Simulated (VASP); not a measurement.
Write the native input for VASP 6.6.1 that does the following.

* Task: single point
* Functional: LDA
* Potentials or basis: VASP PAW LDA potentials, release 64 (Sb, Pb_d)
* Cutoff: 520 eV
* k mesh: 8 × 8 × 8
* Occupations: fermi-dirac, width 0.05 eV
* Spin: no spin polarisation
* Dipole correction: no
* Further INCAR settings: ALGO = Normal; EDIFF = 1e-07; NBANDS = 16

The structure of SbPb lies in POSCAR:

```
SbPb
1.0
    0.0000000000      3.2164723569      3.2164723569
    3.2164723569      0.0000000000      3.2164723569
    3.2164723569      3.2164723569      0.0000000000
Sb Pb
1 1
Direct
    0.5000000000      0.5000000000      0.5000000000
    0.0000000000      0.0000000000      0.0000000000
```

These files were run (other wordings do the same):

INCAR

```
SYSTEM = SbPb
  PREC = Accurate
  ENCUT = 520
  EDIFF = 1E-7
  ISMEAR = -1
  SIGMA = 0.05
  LREAL = .FALSE.
  LASPH = .TRUE.
  NELM = 80
  ALGO = Normal
  ISIF = 2
  LWAVE = .FALSE.
  LCHARG = .FALSE.
  NBANDS = 16
```

KPOINTS

```
regular mesh
0
G
  8 8 8
  0 0 0
```

Potentials or basis: VASP PAW LDA potentials, release 64 (Sb, Pb_d).

Command:

```sh
$ cat potpaw_LDA.64/Sb/POTCAR potpaw_LDA.64/Pb_d/POTCAR > POTCAR
$ mpirun -np 1 vasp_std > vasp.out
```

Results of the run:

```json
{"Pressure": "-4.6 GPa"}
```

It used 87 s of CPU time on 1 thread of AMD EPYC 7R13 Processor (Zen 3), with other jobs on the host.
